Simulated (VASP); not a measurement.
# C2H2 in VASP: settings compared

C2H2 is run at these levels: LDA, revPBE+D3(BJ); tasks: relaxation of the atoms.

Program: VASP 6.6.1. These are calculated values, not measurements. Logs are shortened: lines on timing, memory, paths and dates and some standing lists are left out, and cuts for length are marked.

**1. The cell of the first run**

The cell holds a molecule in a box, 4 atoms: a = 12.705 Å, b = 13.205 Å, c = 13.705 Å, α = 90.00°, β = 90.00°, γ = 90.00°.

**2. Relaxation of the atoms, LDA**

Contents of INCAR:

```
ALGO = Normal
EDIFF = 1E-7
EDIFFG = -0.03
ENCUT = 520
GGA_COMPAT = False
IBRION = 2
ISIF = 2
ISMEAR = 0
LASPH = True
LCHARG = False
LREAL = False
LWAVE = False
NELM = 120
NELMDL = -8
NELMIN = 4
NSW = 100
PREC = Accurate
SIGMA = 0.005
```

Contents of KPOINTS:

```
k-points
0
Gamma
  1 1 1
```

Contents of POSCAR:

```
HC
1.0
   12.7048579379      0.0000000000      0.0000000000
    0.0000000000     13.2048579379      0.0000000000
    0.0000000000      0.0000000000     13.7048579379
C H
2 2
Direct
    0.4715188700      0.5224566100      0.4725301800
    0.5348723500      0.4877187200      0.5289157200
    0.4153004000      0.5532027000      0.4224472300
    0.5909782500      0.4569033000      0.5790675300
```

Potentials or basis: VASP PAW LDA potentials, release 64 (C, H).

Run with:

```bash
$ cat potpaw_LDA.64/C/POTCAR potpaw_LDA.64/H/POTCAR > POTCAR
$ mpirun -np 1 vasp_gam > vasp.out
```

OUTCAR:

```text
EDIFF = 1E-7
   EDIFFG = -0.03
   ENCUT = 520
   IBRION = 2
   ISIF = 2
   ISMEAR = 0
   LASPH = True
   LREAL = False
   NELM = 120
   NELMDL = -8
   NELMIN = 4
   NSW = 100
   PREC = Accurate

 ion  position               nearest neighbor table
   1  0.472  0.522  0.473-   3 1.07   2 1.21
   2  0.535  0.488  0.529-   4 1.07   1 1.21
   3  0.415  0.553  0.422-   1 1.07
   4  0.591  0.457  0.579-   2 1.07

  LATTYP: Found a simple orthorhombic cell.
 ALAT       =    12.7048579379
 B/A-ratio  =     1.0393550249
 C/A-ratio  =     1.0787100497

  Lattice vectors:

 A1 = (  12.7048579379,   0.0000000000,   0.0000000000)
 A2 = (   0.0000000000,  13.2048579379,   0.0000000000)
 A3 = (   0.0000000000,   0.0000000000,  13.7048579379)

Analysis of symmetry for initial positions (statically):
=====================================================================
 Subroutine PRICEL returns:
 Original cell was already a primitive cell.

 Routine SETGRP: Setting up the symmetry group for a
 simple orthorhombic supercell.

 Subroutine GETGRP returns: Found  1 space group operations
 (whereof  1 operations were pure point group operations)
 out of a pool of  8 trial point group operations.

The static configuration has the point symmetry C_1 .

Analysis of symmetry for dynamics (positions and initial velocities):
=====================================================================
 Subroutine PRICEL returns:
 Original cell was already a primitive cell.

 Routine SETGRP: Setting up the symmetry group for a
 simple orthorhombic supercell.

 Subroutine GETGRP returns: Found  1 space group operations
 (whereof  1 operations were pure point group operations)
 out of a pool of  8 trial point group operations.

The dynamic configuration has the point symmetry C_1 .

 Subroutine INISYM returns: Found  1 space group operations
 (whereof  1 operations are pure point group operations),
 and found     1 'primitive' translations

----------------------------------------------------------------------------------------

                                     Primitive cell

  volume of cell :    2299.2071

  direct lattice vectors                    reciprocal lattice vectors
    12.704857938  0.000000000  0.000000000     0.078710050  0.000000000  0.000000000
     0.000000000 13.204857938  0.000000000     0.000000000  0.075729705  0.000000000
     0.000000000  0.000000000 13.704857938     0.000000000  0.000000000  0.072966827

[... 54 lines left out ...]
   PREC   = accura    normal or accurate (medium, high low for compatibility)
   ISTART =      0    job   : 0-new  1-cont  2-samecut
   ICHARG =      2    charge: 1-file 2-atom 10-const
   ISPIN  =      1    spin polarized calculation?
   LNONCOLLINEAR =      F non collinear calculations
   LSORBIT =      F    spin-orbit coupling
   LASPH  =      T    aspherical Exc in radial PAW
   ENCUT  =  520.0 eV  38.22 Ry    6.18 a.u.  23.62 24.55 25.48*2*pi/ulx,y,z
   NELM   =    120;   NELMIN=  4; NELMDL= -8     # of ELM steps
   EDIFF  = 0.1E-06   stopping-criterion for ELM
   LREAL  =      F    real-space projection
   EDIFFG = -.3E-01   stopping-criterion for IOM
   NSW    =    100    number of steps for IOM
   IBRION =      2    ionic relax: 0-MD 1-quasi-New 2-CG
   NFREE  =      1    steps in history (QN), initial steepest desc. (CG)
   ISIF   =      2    stress and relaxation
   ISYM   =      2    0-nonsym 1-usesym 2-fastsym
   POTIM  = 0.5000    time-step for ionic-motion
   TEBEG  =    0.0;   TEEND  =   0.0 temperature during run
   PSTRESS=    0.0 pullay stress
   NELECT =      10.0000    total number of electrons
   NUPDOWN=      -1.0000    fix difference up-down
   EMIN   =  10.00;   EMAX   =-10.00  energy-range for DOS
   EFERMI =   0.00;   METHOD = LEGACY
   ISMEAR =     0;   SIGMA  =   0.01  broadening in eV -4-tet -1-fermi 0-gaus
   EFERMI_NEDOS =   21; number of points for ismear=-14 and -15
   IALGO  =     38    algorithm
   IMIX   =      4    mixing-type and parameters
     AMIX     =   0.40;   BMIX     =  1.00
     AMIX_MAG =   1.60;   BMIX_MAG =  1.00
  volume/ion in A,a.u.               =     574.80      3878.95
  Fermi-wavevector in a.u.,A,eV,Ry     =   0.267228  0.504988  0.971604  0.071411
  Thomas-Fermi vector in A             =   1.102288
   LORBIT       =      0    0 simple, 1 ext, 2 COOP (PROOUT), +10 PAW based schemes
   GGA     = CA    functional components
   LHFCALC =     F    Hartree Fock is set to
   AEXX    =    0.0000 exact exchange contribution
   IVDW    =     0    specifies the selected vdW correction
   LEPSILON=     F    determine dielectric tensor
   LRPA    =     F    only Hartree local field effects (RPA)
 conjugate gradient relaxation of ions
 non-spin polarized calculation
 Gauss-broadening in eV      SIGMA  =   0.01
  energy-cutoff  :      520.00
  volume of cell :     2299.21
 maximum number of plane-waves:     30981
 NGX is ok and might be reduce to    96
   NGX = 47   NGY = 49   NGZ = 51

--------------------------------------- Ionic step        1  -------------------------------------------

 number of electron      10.0000001 magnetization

 Free energy of the ion-electron system (eV)
  ---------------------------------------------------
  ext. energy  EPLUGINS =         0.00000000
  ---------------------------------------------------
  free energy    TOTEN  =       -24.10773182 eV

  energy without entropy =      -24.10773182  energy(sigma->0) =      -24.10773182

------------------------ aborting loop because EDIFF is reached ----------------------------------------

  FORCE on cell =-STRESS in cart. coord.  units (eV):
  Direction    XX          YY          ZZ          XY          YZ          ZX
  --------------------------------------------------------------------------------------
  -------------------------------------------------------------------------------------
  Total       -0.1776311     -0.0853106     -0.1657110      0.0766627      0.0734289     -0.1291466
  in kB       -0.1237803     -0.0594478     -0.1154739      0.0534216      0.0511681     -0.0899944
  external PRESSURE =      -0.0995673 kB  Pullay stress =       0.0000000 kB
[... 63 lines left out ...]
--------------------------------------- Ionic step        3  -------------------------------------------

 number of electron      10.0000001 magnetization

 Free energy of the ion-electron system (eV)
  ---------------------------------------------------
  ext. energy  EPLUGINS =         0.00000000
  ---------------------------------------------------
  free energy    TOTEN  =       -24.10957697 eV

  energy without entropy =      -24.10957697  energy(sigma->0) =      -24.10957697

 E-fermi :  -7.2327     XC(G=0):  -0.3610

 val. band max:       -7.2939961549   @ k =   0.0000   0.0000   0.0000
 cond. band min:      -0.5094871169   @ k =   0.0000   0.0000   0.0000
 fundamental gap:      6.7845090381
 Fermi energy:        -7.2327005591

 k-point     1 :       0.0000    0.0000    0.0000
  band No.  band energies     occupation
      1     -18.4532      2.00000
      2     -13.8368      2.00000
      3     -12.0983      2.00000
      4      -7.2942      2.00000
      5      -7.2940      2.00000
      6      -0.5095      0.00000
      7      -0.5056      0.00000
      8      -0.2198      0.00000
      9       0.2502      0.00000
[... 29 lines left out ...]
  FREE ENERGIE OF THE ION-ELECTRON SYSTEM (eV)
  ---------------------------------------------------
  free  energy   TOTEN  =       -24.1095769684 eV

  energy  without entropy=      -24.1095769684  energy(sigma->0) =      -24.10957697

 reached required accuracy - stopping structural energy minimisation
```

It took 2.6 min on 1 thread of AMD EPYC 7R13 (Zen 3), shared host; peak memory 1.2 GiB.

Results:

```
Free energy                     : -24.1096 eV
Energy gained by relaxing       : 0.5 meV/atom
Ionic steps                     : 3
Largest force after relaxing    : 0.026 eV/Å
Gap between the frontier levels : 6.78 eV
```

Forces on the atoms (eV/Å):
```
C   -0.007  0.002 -0.009
C    0.005 -0.004  0.011
H   -0.017  0.011 -0.016
H    0.019 -0.010  0.015
```

Step by step:
```csv
step,energy change (eV),largest force (eV/Å),pressure (GPa)
1,0.0000,0.6663,-0.01
2,0.2525,8.6859,0.13
3,-0.0018,0.0258,0.00
```

Final structure:
```
C H
1.0
    12.70486    0.00000    0.00000
     0.00000   13.20486    0.00000
     0.00000    0.00000   13.70486
C H
2 2
Direct
  0.47166 0.52238 0.47265
  0.53473 0.48779 0.52879
  0.41527 0.55322 0.42242
  0.59101 0.45689 0.57910
```

**3. Relaxation of the atoms, revPBE+D3(BJ)**

Contents of INCAR:

```
ALGO = Normal
EDIFF = 1E-7
EDIFFG = -0.03
ENCUT = 520
GGA = RE
GGA_COMPAT = F
IBRION = 2
ISIF = 2
ISMEAR = 0
IVDW = 12
LASPH = T
LCHARG = F
LREAL = F
LWAVE = F
NELM = 120
NELMDL = -8
NELMIN = 4
NSW = 100
PREC = Accurate
SIGMA = 0.005
```

KPOINTS is that of step 2.

POSCAR is that of step 2.

Potentials or basis: VASP PAW PBE potentials, release 64 (C, H).

Run with:

```bash
$ cat potpaw_PBE.64/C/POTCAR potpaw_PBE.64/H/POTCAR > POTCAR
$ mpirun -np 1 vasp_gam > vasp.out
```

Run time: 5.9 min. Hardware: 1 thread of AMD EPYC 7R13 (Zen 3), shared host; peak memory 1.9 GiB.

The run converged. Its results:

```yaml
Free_energy: -22.7480 eV
Energy_gained_by_relaxing: 0.2 meV/atom
Ionic_steps: 4
Largest_force_after_relaxing: 0.011 eV/Å
Gap_between_the_frontier_levels: 6.70 eV
Dispersion_energy_per_atom: -0.024 eV
```

Forces on the atoms (eV/Å):
```
C    0.000 -0.002 -0.001
C   -0.002  0.000  0.003
H    0.008 -0.003  0.007
H   -0.006  0.004 -0.009
```

Step by step:
| step | energy change (eV) | largest force (eV/Å) | pressure (GPa) |
| --- | --- | --- | --- |
| 1 | 0.0000 | 0.3836 | 0.01 |
| 2 | 0.0677 | 3.9003 | -0.05 |
| 3 | -0.0006 | 0.0472 | 0.00 |
| 4 | -0.0007 | 0.0115 | 0.00 |

Final structure:
```
C H
1.0
    12.70486    0.00000    0.00000
     0.00000   13.20486    0.00000
     0.00000    0.00000   13.70486
C H
2 2
Direct
  0.47142 0.52250 0.47244
  0.53496 0.48767 0.52901
  0.41521 0.55326 0.42236
  0.59108 0.45685 0.57915
```

Levels at points of the mesh, in eV from the valence-band top:
| k point | band 2 | band 3 | band 4 | band 5 | band 6 | band 7 | band 8 | band 9 |
| --- | --- | --- | --- | --- | --- | --- | --- | --- |
| (0.00, 0.00, 0.00) | -6.92 | -5.01 | 0.00 | 0.00 | 6.70 | 6.71 | 6.72 | 7.14 |

Caveat: the PAW data sets were made with another functional, which shifts forces and pressure a little.
